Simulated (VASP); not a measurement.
Write the native input for VASP 6.6.1 that does the following.

* Task: single point
* Functional: PBE
* Potentials or basis: VASP PAW PBE potentials, release 64 (Ca_sv, O)
* Cutoff: 520 eV
* k mesh: 10 × 10 × 10
* Occupations: fermi-dirac, width 0.05 eV
* Spin: no spin polarisation
* Dipole correction: no
* Further INCAR settings: ALGO = Normal; EDIFF = 1e-06; NBANDS = 15

The structure of CaO lies in POSCAR:

```
CaO
1.0
    0.0000000000      2.4035556960      2.4035556960
    2.4035556960      0.0000000000      2.4035556960
    2.4035556960      2.4035556960      0.0000000000
Ca O
1 1
Direct
    0.0108680000     -0.0039360000     -0.0056900000
    0.5145410000      0.5065200000      0.4885730000
```

This cell differs from its parent crystal: atoms moved at random.

These files were run (other wordings do the same):

INCAR

```
SYSTEM = CaO
ALGO = Normal ; EDIFF = 1E-6
ENCUT = 520 ; GGA = PE
ISIF = 2 ; ISMEAR = -1
LASPH = .True. ; LCHARG = .False.
LREAL = .False. ; LWAVE = .False.
NBANDS = 15 ; NELM = 100
PREC = Accurate ; SIGMA = 0.05
```

KPOINTS

```
k-points
0
Gamma
  10 10 10
  0 0 0
```

Potentials or basis: VASP PAW PBE potentials, release 64 (Ca_sv, O).

Launch:

```console
$ cat potpaw_PBE.64/Ca_sv/POTCAR potpaw_PBE.64/O/POTCAR > POTCAR
$ mpirun -np 1 vasp_std > vasp.out
```

Results of the run:

| Property | Result |
| --- | --- |
| Pressure | 2.2 GPa |
| Largest force | 0.114 eV/Å |
| Band gap on the k mesh | 3.64 eV (least direct gap 4.01 eV) |

Caveat: the cell differs from its parent crystal (atoms moved at random).

It took 2 min on 1 thread of Intel(R) Xeon(R) Platinum 8488C (Sapphire Rapids) (shared host), peak memory 0.32 GiB.
